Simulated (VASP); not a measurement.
CaO (rock salt type):

```
Ca O
1.0
     0.00000    2.41500    2.41500
     2.41500    0.00000    2.41500
     2.41500    2.41500    0.00000
Ca O
1 1
Cartesian
  0.0000 0.0000 0.0000
  2.4150 2.4150 2.4150
```

Base run:

- Program: VASP 6.6.1
- Functional: r2SCAN
- Potentials or basis: VASP PAW PBE potentials, release 64 (Ca_sv, O)
- Cutoff: 520 eV
- k mesh: 6 × 6 × 6
- Occupations: fermi-dirac, width 0.02 eV
- Spin: no spin polarisation

Its results: band gap on the k mesh 4.19 eV (least direct gap 4.57 eV); pressure -1.5 GPa.

Q: The run is repeated on the same cell with these changes: functional from r2SCAN to PBE; further incar settings from ALGO = Normal; EDIFF = 1e-06; NBANDS = 15 to ALGO = Normal; EDIFF = 1e-07; NBANDS = 15. What comes out?

A: Band gap on the k mesh 3.64 eV (least direct gap 4.02 eV); pressure 0.6 GPa.

Caveats: the PAW data sets were made with another functional, which shifts forces and pressure a little (at least some runs).

A k mesh can miss the band edges.
